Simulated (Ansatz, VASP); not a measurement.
## One calculation of Co, two programs

INCAR

```
  ALGO = Normal
  EDIFF = 1E-7
  ENCUT = 520
  GGA = CA
  ISIF = 2
  ISMEAR = -1
  LASPH = T
  LCHARG = F
  LREAL = F
  LWAVE = F
  NBANDS = 16
  NELM = 80
  PREC = Accurate
  SIGMA = 0.1
```

The input KPOINTS:

```
k-points
0
Gamma
  25 25 13
```

POSCAR

```
Co
1.0
    2.4919492053      0.0000000000      0.0000000000
   -1.2459746026      2.1580913167      0.0000000000
    0.0000000000      0.0000000000      4.0145127864
Co
2
Direct
    0.3333333333      0.6666666667      0.2500000000
    0.6666666667      0.3333333333      0.7500000000
```

Input for Ansatz:

```yaml
crystal:
  lattice:
    - [2.4919492027, 0.0, 0.0]
    - [-1.2459746013, 2.1580913145, 0.0]
    - [0.0, 0.0, 4.0145127709]
  atoms:
    - { symbol: Co, position: [0.3333333333, 0.6666666667, 0.25] }
    - { symbol: Co, position: [0.6666666667, 0.3333333333, 0.75] }
hamiltonian:
  xc: lda
  pseudopotentials:
    kind: paw
    azcp:
      Co: "pseudopotentials/Co.paw.azcp"
basis:
  ecutwfc: 420
  fft_grid_basis: typed
kpoints:
  mp_grid: { grid: [25, 25, 13], shift: [0, 0, 0] }
magnetization:
  spin_polarized: false
scf:
  occupations: { method: fermi_dirac, width: 0.1 }
output:
  stress: true
```

Alike in both runs: task single point; functional LDA; k mesh 25 × 25 × 13; occupations fermi-dirac, width 0.1 eV; no spin polarisation.

|  | VASP | Ansatz |
| --- | --- | --- |
| version | VASP 6.6.1 | Ansatz 0.2.0 |
| potentials or method | VASP PAW LDA potentials, release 64 (Co), cutoff 520 eV | plane waves (420 eV) with PAW, scalar-relativistic |
| valence electrons in the cell | 18 | 34 |

```csv
,VASP,Ansatz,Ansatz less VASP
pressure (GPa),-27.1,-26.9,+0.20
"traceless stress, the component that is largest in VASP (GPa)",-0.51,-0.45,+0.057
```

Ansatz warns that its potentials were made for another functional, while VASP's fit it. LDA's correlation is that of Perdew and Zunger in VASP and of Perdew and Wang (1992) in Ansatz. VASP's potentials hold 18 valence electrons a cell and Ansatz's 34, so a difference there can come from the potentials and not from the codes.
